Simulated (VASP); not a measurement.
# Cu (Fm-3m) in VASP: notebook, part 2 of 2

VASP 6.6.1.

### Step 3. Relaxation of cell and atoms, PBE

This run uses another cell than the first one, of 12.16 Å³/atom, 1.018 times its volume.

INCAR

```
PREC     = Accurate       # precision mode
ENCUT    = 600            # plane-wave cutoff, eV
EDIFF    = 1E-7           # SCF threshold, eV
ISMEAR   = 0              # smearing method
SIGMA    = 0.1            # smearing width, eV
LREAL    = False          # projectors in reciprocal space
LASPH    = True           # aspherical terms in the spheres
NELM     = 100            # most SCF steps
ALGO     = Normal         # electronic algorithm
ISIF     = 3              # what is computed and relaxed
LWAVE    = False          # write WAVECAR
LCHARG   = False          # write CHGCAR
GGA      = PE             # functional
IBRION   = 2              # ionic algorithm
NSW      = 100            # ionic steps
EDIFFG   = -0.002         # ionic threshold
```

KPOINTS

```
Automatic mesh
0
Gamma
  20 20 20
```

POSCAR

```
Cu
1.0
    0.0000000000      1.8250000000      1.8250000000
    1.8250000000      0.0000000000      1.8250000000
    1.8250000000      1.8250000000      0.0000000000
Cu
1
Direct
    0.0000000000      0.0000000000      0.0000000000
```

Potentials or basis: VASP PAW PBE potentials, release 64 (Cu).

Started as:

```sh
$ cat potpaw_PBE.64/Cu/POTCAR > POTCAR
$ mpirun -np 1 vasp_std > vasp.out
```

OUTCAR:

```text
PREC = Accurate
   ENCUT = 600
   EDIFF = 1E-7
   ISMEAR = 0
   LREAL = False
   LASPH = True
   NELM = 100
   ISIF = 3
   GGA = PE
   IBRION = 2
   NSW = 100
   EDIFFG = -0.002

 ion  position               nearest neighbor table
   1  0.000  0.000  0.000-

  LATTYP: Found a face centered cubic cell.
 ALAT       =     3.6500000000

  Lattice vectors:

 A1 = (   0.0000000000,   1.8250000000,   1.8250000000)
 A2 = (   1.8250000000,   0.0000000000,   1.8250000000)
 A3 = (   1.8250000000,   1.8250000000,   0.0000000000)

Analysis of symmetry for initial positions (statically):
=====================================================================
 Subroutine PRICEL returns:
 Original cell was already a primitive cell.

 Routine SETGRP: Setting up the symmetry group for a
 face centered cubic supercell.

 Subroutine GETGRP returns: Found 48 space group operations
[... 9 lines left out ...]

 Routine SETGRP: Setting up the symmetry group for a
 face centered cubic supercell.

 Subroutine GETGRP returns: Found 48 space group operations
[... 11 lines left out ...]
                                     Primitive cell

  volume of cell :      12.1568

  direct lattice vectors                    reciprocal lattice vectors
     0.000000000  1.825000000  1.825000000    -0.273972603  0.273972603  0.273972603
     1.825000000  0.000000000  1.825000000     0.273972603 -0.273972603  0.273972603
     1.825000000  1.825000000  0.000000000     0.273972603  0.273972603 -0.273972603

  length of vectors
     2.580939751  2.580939751  2.580939751     0.474534468  0.474534468  0.474534468

  position of ions in fractional coordinates (direct lattice)
     0.000000000  0.000000000  0.000000000

  ion indices of the primitive-cell ions
   primitive index   ion index
                 1           1

----------------------------------------------------------------------------------------

 KPOINTS: Automatic mesh

Automatic generation of k-mesh.
 Grid dimensions read from file:
 generate k-points for:   20   20   20

 Generating k-lattice:

  Cartesian coordinates                     Fractional coordinates (reciprocal lattice)
    -0.013698630  0.013698630  0.013698630     0.050000000  0.000000000  0.000000000
     0.013698630 -0.013698630  0.013698630     0.000000000  0.050000000  0.000000000
     0.013698630  0.013698630 -0.013698630     0.000000000  0.000000000  0.050000000

  Length of vectors
     0.023726723  0.023726723  0.023726723

  Shift w.r.t. Gamma in fractional coordinates (k-lattice)
     0.000000000  0.000000000  0.000000000

 Subroutine IBZKPT returns following result:
 ===========================================

 Found    256 irreducible k-points:

 Following reciprocal coordinates:
            Coordinates               Weight
  0.000000  0.000000  0.000000      1.000000
  0.050000  0.000000  0.000000      8.000000
  0.100000  0.000000  0.000000      8.000000
  0.150000  0.000000  0.000000      8.000000
  0.200000  0.000000  0.000000      8.000000
  0.250000  0.000000  0.000000      8.000000
[... 16 lines left out ...]
 -0.400000  0.050000  0.000000     24.000000
 -0.350000  0.050000  0.000000     24.000000
 [... further k-points ...]
   k-points           NKPTS =    256   k-points in BZ     NKDIM =    256   number of bands    NBANDS=      9
   number of dos      NEDOS =    301   number of ions     NIONS =      1
   total plane-waves  NPLWV =  13824
   dimension x,y,z NGX =    24 NGY =   24 NGZ =   24
   dimension x,y,z NGXF=    48 NGYF=   48 NGZF=   48
   ions per type =               1
   NGX,Y,Z   is equivalent  to a cutoff of  15.46, 15.46, 15.46 a.u.
   NGXF,Y,Z  is equivalent  to a cutoff of  30.92, 30.92, 30.92 a.u.
 SYSTEM =  unknown system
   PREC   = accura    normal or accurate (medium, high low for compatibility)
   ISTART =      0    job   : 0-new  1-cont  2-samecut
   ICHARG =      2    charge: 1-file 2-atom 10-const
   ISPIN  =      1    spin polarized calculation?
   LNONCOLLINEAR =      F non collinear calculations
   LSORBIT =      F    spin-orbit coupling
   LASPH  =      T    aspherical Exc in radial PAW
   ENCUT  =  600.0 eV  44.10 Ry    6.64 a.u.   5.15  5.15  5.15*2*pi/ulx,y,z
   NELM   =    100;   NELMIN=  2; NELMDL= -5     # of ELM steps
   EDIFF  = 0.1E-06   stopping-criterion for ELM
   LREAL  =      F    real-space projection
   EDIFFG = -.2E-02   stopping-criterion for IOM
   NSW    =    100    number of steps for IOM
   IBRION =      2    ionic relax: 0-MD 1-quasi-New 2-CG
   NFREE  =      1    steps in history (QN), initial steepest desc. (CG)
   ISIF   =      3    stress and relaxation
   ISYM   =      2    0-nonsym 1-usesym 2-fastsym
   POTIM  = 0.5000    time-step for ionic-motion
   TEBEG  =    0.0;   TEEND  =   0.0 temperature during run
   PSTRESS=    0.0 pullay stress
   NELECT =      11.0000    total number of electrons
   NUPDOWN=      -1.0000    fix difference up-down
   EMIN   =  10.00;   EMAX   =-10.00  energy-range for DOS
   EFERMI =   0.00;   METHOD = LEGACY
   ISMEAR =     0;   SIGMA  =   0.10  broadening in eV -4-tet -1-fermi 0-gaus
   EFERMI_NEDOS =   21; number of points for ismear=-14 and -15
   IALGO  =     38    algorithm
   IMIX   =      4    mixing-type and parameters
     AMIX     =   0.40;   BMIX     =  1.00
     AMIX_MAG =   1.60;   BMIX_MAG =  1.00
  volume/ion in A,a.u.               =      12.16        82.04
  Fermi-wavevector in a.u.,A,eV,Ry     =   1.583432  2.992253 34.113318  2.507258
  Thomas-Fermi vector in A             =   2.683204
   LORBIT       =      0    0 simple, 1 ext, 2 COOP (PROOUT), +10 PAW based schemes
   GGA     = PE    functional components
   LHFCALC =     F    Hartree Fock is set to
   AEXX    =    0.0000 exact exchange contribution
   IVDW    =     0    specifies the selected vdW correction
   LEPSILON=     F    determine dielectric tensor
   LRPA    =     F    only Hartree local field effects (RPA)
 conjugate gradient relaxation of ions
 non-spin polarized calculation
 Gauss-broadening in eV      SIGMA  =   0.10
  energy-cutoff  :      600.00
  volume of cell :       12.16
 maximum number of plane-waves:       419
 NGX is ok and might be reduce to    24
   NGX = 11   NGY = 11   NGZ = 11

--------------------------------------- Ionic step        1  -------------------------------------------

 number of electron      11.0000000 magnetization

 Free energy of the ion-electron system (eV)
  ---------------------------------------------------
  ext. energy  EPLUGINS =         0.00000000
  ---------------------------------------------------
  free energy    TOTEN  =        -3.72879769 eV

  energy without entropy =       -3.72744001  energy(sigma->0) =       -3.72811885

------------------------ aborting loop because EDIFF is reached ----------------------------------------

  FORCE on cell =-STRESS in cart. coord.  units (eV):
  Direction    XX          YY          ZZ          XY          YZ          ZX
  --------------------------------------------------------------------------------------
  -------------------------------------------------------------------------------------
  Total       -0.1249096     -0.1249096     -0.1249096     -0.0000000     -0.0000000      0.0000000
  in kB      -16.4621932    -16.4621932    -16.4621932     -0.0000000     -0.0000000      0.0000000
  external PRESSURE =     -16.4621932 kB  Pullay stress =       0.0000000 kB
[... 55 lines left out ...]
  energy  without entropy=       -3.7280968137  energy(sigma->0) =       -3.72876244

--------------------------------------- Ionic step        3  -------------------------------------------

 number of electron      10.9999998 magnetization

 Free energy of the ion-electron system (eV)
  ---------------------------------------------------
  ext. energy  EPLUGINS =         0.00000000
  ---------------------------------------------------
  free energy    TOTEN  =        -3.72959139 eV

  energy without entropy =       -3.72825155  energy(sigma->0) =       -3.72892147

 E-fermi :   7.3581     XC(G=0): -12.6310

 val. band max:        7.3376227682   @ k =   0.5000   0.2500   0.1000
 cond. band min:       7.4029920601   @ k =   0.5000   0.3500   0.1500
 fundamental gap:      0.0653692918
 Fermi energy:         7.3581014174

 k-point     1 :       0.0000    0.0000    0.0000
  band No.  band energies     occupation
      1      -1.8428      2.00000
      2       4.4088      2.00000
      3       4.4088      2.00000
      4       4.4088      2.00000
      5       5.2102      2.00000
      6       5.2102      2.00000
      7      29.8472      0.00000
      8      32.3652      0.00000
      9      32.3652      0.00000
[... 265 lines left out ...]
 k-point    24 :      -0.3500    0.0500    0.0000
  band No.  band energies     occupation
      1       1.9379      2.00000
      2       4.4348      2.00000
      3       4.4736      2.00000
      4       4.6105      2.00000
      5       5.5183      2.00000
      6       5.7956      2.00000
      7      14.5698      0.00000
      8      26.9898      0.00000
      9      29.3896      0.00000

 [... further k-points ...]

------------------------ aborting loop because EDIFF is reached ----------------------------------------

  FORCE on cell =-STRESS in cart. coord.  units (eV):
  Direction    XX          YY          ZZ          XY          YZ          ZX
  --------------------------------------------------------------------------------------
  -------------------------------------------------------------------------------------
  Total        0.0009856      0.0009856      0.0009856      0.0000000      0.0000000      0.0000000
  in kB        0.1315368      0.1315368      0.1315368      0.0000000      0.0000000      0.0000000
  external PRESSURE =       0.1315368 kB  Pullay stress =       0.0000000 kB
[... 16 lines left out ...]
  FREE ENERGIE OF THE ION-ELECTRON SYSTEM (eV)
  ---------------------------------------------------
  free  energy   TOTEN  =        -3.7295913913 eV

  energy  without entropy=       -3.7282515502  energy(sigma->0) =       -3.72892147

 reached required accuracy - stopping structural energy minimisation
```

It took 72 s on 1 thread of AMD EPYC 7R13 (Zen 3), shared host; peak memory 0.14 GiB.

What came out:

* Free energy: -3.7296 eV
* Relaxed volume: 12.01 Å³/atom
* Relaxed cell: a = 2.570 Å, b = 2.570 Å, c = 2.570 Å, α = 60.00°, β = 60.00°, γ = 60.00°
* Space group after relaxing (to 0.05 Å): Fm-3m (No. 225)
* Energy gained by relaxing: 0.8 meV/atom
* Ionic steps: 3
* Pressure after relaxing: 0.0 GPa

The path:
```csv
step,energy change (eV),largest force (eV/Å),pressure (GPa),volume (Å³)
1,0.0000,0.0000,-1.65,12.16
2,-0.0006,0.0000,0.78,11.94
3,-0.0008,0.0000,0.01,12.01
```

Final structure:
```cif
data_structure
_symmetry_space_group_name_H-M 'P 1'
_symmetry_Int_Tables_number 1
_cell_length_a 2.5702
_cell_length_b 2.5702
_cell_length_c 2.5702
_cell_angle_alpha 60.000
_cell_angle_beta 60.000
_cell_angle_gamma 60.000
_cell_volume 12.01
loop_
_atom_site_label
_atom_site_type_symbol
_atom_site_fract_x
_atom_site_fract_y
_atom_site_fract_z
_atom_site_occupancy
Cu1 Cu 0.00000 0.00000 0.00000 1
```

Levels at points of the mesh, in eV from the Fermi level:
| k point | band 3 | band 4 | band 5 | band 6 | band 7 | band 8 | band 9 |
| --- | --- | --- | --- | --- | --- | --- | --- |
| (0.00, 0.00, 0.00) | -2.95 | -2.95 | -2.15 | -2.15 | 22.49 | 25.01 | 25.01 |
| (0.50, 0.00, 0.00) | -2.98 | -1.59 | -1.59 | -0.93 | 3.70 | 20.99 | 21.84 |
| (0.50, 0.50, 0.00) | -1.61 | -1.45 | -1.45 | 1.54 | 7.03 | 12.98 | 12.98 |
